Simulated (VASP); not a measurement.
# GaN (I-4m2) in VASP: further runs, part 2 of 2

VASP 6.6.1.

**5. Single point, PBE (strain -0.015 along x and y, +0.000 along z)**

The input, INCAR:

```
SYSTEM = GaN
  PREC = Accurate
  ENCUT = 520
  EDIFF = 1E-6
  ISMEAR = 0
  SIGMA = 0.05
  LREAL = .FALSE.
  LASPH = .TRUE.
  NELM = 100
  ALGO = Normal
  ISIF = 2
  LWAVE = .FALSE.
  LCHARG = .TRUE.
  GGA = PE
  LELF = .TRUE.
  LVHAR = .TRUE.
  NBANDS = 16
```

The input, KPOINTS:

```
Automatic mesh
0
G
  10 10 10
  0 0 0
```

The input, POSCAR:

```
GaN
1.0
    0.0000000000      2.2401249154      2.2742384928
    2.2401249154      0.0000000000      2.2742384928
    2.2401249154      2.2401249154      0.0000000000
Ga N
1 1
Direct
    0.0000000000      0.0000000000      0.0000000000
    0.7500000000      0.7500000000      0.7500000000
```

Potentials or basis: VASP PAW PBE potentials, release 64 (Ga_d, N).

Command:

```bash
> cat potpaw_PBE.64/Ga_d/POTCAR potpaw_PBE.64/N/POTCAR > POTCAR
> mpirun -np 1 vasp_std > vasp.out
```

OUTCAR:

```text
SYSTEM = GaN
   PREC = Accurate
   ENCUT = 520
   EDIFF = 1E-6
   ISMEAR = 0
   LREAL = .FALSE.
   LASPH = .TRUE.
   NELM = 100
   ISIF = 2
   GGA = PE

 ion  position               nearest neighbor table
   1  0.000  0.000  0.000-   2 1.95   2 1.95   2 1.95   2 1.95
   2  0.750  0.750  0.750-   1 1.95   1 1.95   1 1.95   1 1.95

  LATTYP: Found a body centered tetragonal cell.
 ALAT       =     3.1680150368
 C/A-ratio  =     1.4357498095

  Lattice vectors:

 A1 = (  -2.2401249154,   0.0000000000,   2.2742384928)
 A2 = (   2.2401249154,   0.0000000000,   2.2742384928)
 A3 = (   0.0000000000,   2.2401249154,  -2.2742384928)

Analysis of symmetry for initial positions (statically):
=====================================================================
 Subroutine PRICEL returns:
 Original cell was already a primitive cell.

 Routine SETGRP: Setting up the symmetry group for a
 body centered tetragonal supercell.

 Subroutine GETGRP returns: Found  8 space group operations
 (whereof  8 operations were pure point group operations)
 out of a pool of 16 trial point group operations.

The static configuration has the point symmetry D_2d.

Analysis of symmetry for dynamics (positions and initial velocities):
[... 161 lines left out ...]
 val. band max:        5.3351239058   @ k =   0.0000   0.0000   0.0000
 cond. band min:       7.0525212449   @ k =   0.0000   0.0000   0.0000
 fundamental gap:      1.7173973391
 Fermi energy:         5.5565623325

 k-point     1 :       0.0000    0.0000    0.0000
  band No.  band energies     occupation
      1     -10.6454      2.00000
      2      -8.1441      2.00000
      3      -8.1276      2.00000
      4      -8.1276      2.00000
      5      -7.8111      2.00000
      6      -7.8106      2.00000
[... 433 lines left out ...]
      3      -7.9049      2.00000
      4      -7.9035      2.00000
      5      -7.7536      2.00000
      6      -6.9278      2.00000
[... 8 lines left out ...]
     15      27.7232      0.00000
     16      27.8996      0.00000

 [... further k-points ...]

------------------------ aborting loop because EDIFF is reached ----------------------------------------

  FORCE on cell =-STRESS in cart. coord.  units (eV):
  Direction    XX          YY          ZZ          XY          YZ          ZX
  --------------------------------------------------------------------------------------
  -------------------------------------------------------------------------------------
  Total        0.8888441      0.8888441      0.6201217      0.0000000      0.0000000      0.0000000
  in kB       62.3915377     62.3915377     43.5288354      0.0000000      0.0000000      0.0000000
  external PRESSURE =      56.1039702 kB  Pullay stress =       0.0000000 kB

 VOLUME and BASIS-vectors are now :
 -----------------------------------------------------------------------------
  energy-cutoff  :      520.00
  volume of cell :       22.82
      direct lattice vectors                 reciprocal lattice vectors
     0.000000000  2.240124915  2.274238493    -0.223201839  0.223201839  0.219853811
     2.240124915  0.000000000  2.274238493     0.223201839 -0.223201839  0.219853811
     2.240124915  2.240124915  0.000000000     0.223201839  0.223201839 -0.219853811

 POSITION                                       TOTAL-FORCE (eV/Angst)
 -----------------------------------------------------------------------------------
      0.00000      0.00000      0.00000        -0.000000     -0.000000      0.000000
      3.36019      3.36019      3.41136         0.000000      0.000000      0.000000
 -----------------------------------------------------------------------------------
    total drift:                               -0.000001     -0.000001     -0.000002

  FREE ENERGIE OF THE ION-ELECTRON SYSTEM (eV)
  ---------------------------------------------------
  free  energy   TOTEN  =       -12.1397321589 eV

  energy  without entropy=      -12.1397321589  energy(sigma->0) =      -12.13973216
```

OSZICAR:

```text
N       E                     dE             d eps       ncg     rms          rms(c)
DAV:   1     0.817950852173E+02    0.81795E+02   -0.93341E+03  3640   0.204E+03
DAV:   2    -0.845627140617E+01   -0.90251E+02   -0.84534E+02  3784   0.329E+02
DAV:   3    -0.140803752783E+02   -0.56241E+01   -0.56055E+01  3776   0.698E+01
DAV:   4    -0.141439337056E+02   -0.63558E-01   -0.63551E-01  4192   0.800E+00
DAV:   5    -0.141447370733E+02   -0.80337E-03   -0.80336E-03  3912   0.795E-01    0.773E+00
DAV:   6    -0.121384609643E+02    0.20063E+01   -0.49018E+00  4936   0.398E+01    0.268E+00
DAV:   7    -0.121473489323E+02   -0.88880E-02   -0.32203E-01  3648   0.658E+00    0.177E+00
DAV:   8    -0.121436743419E+02    0.36746E-02   -0.57521E-02  3712   0.326E+00    0.789E-01
DAV:   9    -0.121394690270E+02    0.42053E-02   -0.14430E-02  4952   0.274E+00    0.200E-01
DAV:  10    -0.121398254300E+02   -0.35640E-03   -0.15237E-03  3824   0.539E-01    0.986E-02
DAV:  11    -0.121397272356E+02    0.98194E-04   -0.28191E-04  4832   0.253E-01    0.846E-03
DAV:  12    -0.121397324126E+02   -0.51770E-05   -0.30040E-05  3760   0.516E-02    0.106E-02
DAV:  13    -0.121397321589E+02    0.25375E-06   -0.62288E-07  2872   0.143E-02
   1 F= -.12139732E+02 E0= -.12139732E+02  d E =-.171065E-12
```

It took 20 s on 1 thread of Intel Xeon 6975P-C, shared host; peak memory 0.16 GiB.

What came out:

```
Free energy            : -12.1397 eV
Pressure               : 5.6 GPa
Band gap on the k mesh : 1.72 eV, direct
```

Stress tensor (GPa, compression positive):
```
6.24 0.00 0.00
0.00 6.24 0.00
0.00 0.00 4.35
```

Levels at points of the mesh, in eV from the valence-band top:
```csv
k point,band 5,band 6,band 7,band 8,band 9,band 10,band 11,band 12,band 13,band 14
"(0.00, 0.00, 0.00)",-13.15,-13.15,-0.07,0.00,0.00,1.72,10.28,10.28,10.32,17.62
"(0.50, 0.00, 0.00)",-13.09,-11.90,-7.08,-1.05,-0.94,4.63,8.72,10.25,10.47,15.63
"(0.50, 0.50, 0.00)",-13.07,-11.53,-6.27,-2.66,-2.66,3.40,6.81,11.56,14.02,14.02
"(0.50, 0.00, 0.50)",-13.07,-11.45,-6.10,-2.77,-2.77,3.30,6.58,11.77,13.76,14.12
```

Caveat: the cell differs from its parent crystal (strain -0.015 along x and y, +0.000 along z).

**6. Single point, PBE**

The input, INCAR:

```
ALGO = Normal
EDIFF = 1E-7
ENCUT = 520
GGA = PE
ISIF = 2
ISMEAR = 0
LASPH = T
LCHARG = T
LELF = T
LREAL = F
LVHAR = T
LWAVE = F
NBANDS = 16
NELM = 80
PREC = Accurate
SIGMA = 0.05
```

The input, KPOINTS:

```
k-points
0
Gamma
  10 10 10
```

The input, POSCAR:

```
GaN
1.0
    0.0000000000      2.2060113380      2.3424656476
    2.2060113380      0.0000000000      2.3424656476
    2.2060113380      2.2060113380      0.0000000000
Ga N
1 1
Direct
    0.0000000000      0.0000000000      0.0000000000
    0.7500000000      0.7500000000      0.7500000000
```

Potentials or basis: VASP PAW PBE potentials, release 64 (Ga_d, N).

Command:

```bash
> cat potpaw_PBE.64/Ga_d/POTCAR potpaw_PBE.64/N/POTCAR > POTCAR
> mpirun -np 1 vasp_std > vasp.out
```

It took 18 s on 1 thread of Intel Xeon 6975P-C, shared host; peak memory 0.16 GiB.

The run converged. Its results:

```
Free energy            : -12.1175 eV
Pressure               : 5.6 GPa
Band gap on the k mesh : 1.63 eV, direct
```

Stress tensor (GPa, compression positive):
```
8.36 0.00 0.00
0.00 8.36 0.00
0.00 0.00 0.02
```

Levels at points of the mesh, in eV from the valence-band top:
| k point | band 7 | band 8 | band 9 | band 10 | band 11 | band 12 |
| --- | --- | --- | --- | --- | --- | --- |
| (0.00, 0.00, 0.00) | -0.31 | 0.00 | 0.00 | 1.63 | 10.19 | 10.19 |
| (0.50, 0.00, 0.00) | -7.15 | -1.31 | -0.84 | 4.46 | 8.65 | 9.98 |
| (0.50, 0.50, 0.00) | -6.67 | -2.50 | -2.50 | 3.54 | 7.20 | 11.10 |
| (0.50, 0.00, 0.50) | -6.01 | -2.96 | -2.94 | 3.14 | 6.27 | 11.88 |

**7. Summary**

```csv
cell,gap on the mesh (eV),pressure (GPa)
"a = 3.218, b = 3.218, c = 3.120 Å, angles 61.0, 61.0, 58.0°, 2 atoms",1.63,5.6
"a = 3.168, b = 3.168, c = 3.216 Å, angles 59.5, 59.5, 61.0°, 2 atoms",1.65,5.6
"a = 3.193, b = 3.193, c = 3.120 Å, angles 60.8, 60.8, 58.5°, 2 atoms",1.76,8.7
"a = 3.192, b = 3.192, c = 3.168 Å, angles 60.3, 60.3, 59.5°, 2 atoms",1.72,5.6
```

Alike in all rows: task single point; level PBE; potentials or basis VASP PAW PBE potentials, release 64 (Ga_d, N); no spin polarisation; k mesh 10 × 10 × 10; cutoff (eV) 520; smearing gaussian 0.05 eV.

Absolute energies hang on the potentials; compare differences alone.
